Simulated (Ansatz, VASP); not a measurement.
Zr5N in VASP and in Ansatz

```
Zr N
1.0
     0.00000    4.45471    4.45471
     4.45471    0.00000    4.45471
     4.45471    4.45471    0.00000
Zr N
5 1
Direct
  0.25000 0.25000 0.25000
  0.88267 0.35199 0.88267
  0.88267 0.88267 0.88267
  0.35199 0.88267 0.88267
  0.88267 0.88267 0.35199
  0.75000 0.75000 0.75000
```

Alike in both runs: functional PBE; k mesh 8 × 8 × 8; occupations gaussian, width 0.1 eV; no spin polarisation.

Ansatz relaxed the structure, and its values are those at the end. VASP's run is a single point on that final structure, the one shown.

```csv
,VASP,Ansatz
version,VASP 6.6.1,Ansatz 0.2.0
potentials or method,"VASP PAW PBE potentials, release 64 (Zr_sv, N), cutoff 520 eV","scalar-relativistic, plane waves, PAW"
valence electrons in the cell,65,65
```

VASP gave:

```
gap on the k mesh at the Fermi level (eV) : none
pressure (GPa)                            : 0.1
rms of the force components (eV/Å)        : 0.012
```

Task: Which values does Ansatz return?

Result: gap on the k mesh at the Fermi level (eV): none; pressure (GPa): 0.0; rms of the force components (eV/Å): 0.000.

A gap of «none» marks a metal or a gap that the smearing closes.
